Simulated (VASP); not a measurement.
A run of VASP 6.6.1:

The input INCAR:

```
SYSTEM = Al
ALGO = Normal
EDIFF = 1E-6
ENCUT = 500
GGA = PE
GGA_COMPAT = .False.
ISIF = 2
ISMEAR = -1
LASPH = .True.
LCHARG = .True.
LELF = .True.
LREAL = .False.
LVHAR = .True.
LWAVE = .False.
NBANDS = 16
NELM = 120
PREC = Accurate
SIGMA = 0.1
```

KPOINTS

```
k-points
0
Gamma
  4 4 1
  0 0 0
```

File POSCAR:

```
Al
1.0
    2.8567110000      0.0000000000      0.0000000000
   -1.4283560000      2.4739850000      0.0000000000
    0.0000000000      0.0000000000     23.3299800000
Al
5
Direct
    0.0000000000      0.0000000000      0.3000430000
    0.3333330000      0.6666670000      0.4000220000
    0.6666670000      0.3333330000      0.5000000000
    0.0000000000      0.0000000000      0.5999780000
    0.3333330000      0.6666670000      0.6999570000
```

Potentials or basis: VASP PAW PBE potentials, release 64 (Al).

Run with:

```sh
$ cat potpaw_PBE.64/Al/POTCAR > POTCAR
$ mpirun -np 1 vasp_std > vasp.out
```

Hardware: 1 thread of Intel(R) Xeon(R) 6975P-C (Granite Rapids), with other jobs on the host.

Task: Estimate the wall time of this run.

Result: Run time: 21 s on 1 thread of Intel(R) Xeon(R) 6975P-C (Granite Rapids), on a shared host, peak memory 0.27 GiB. Counts: scf iterations 20, k points 4.
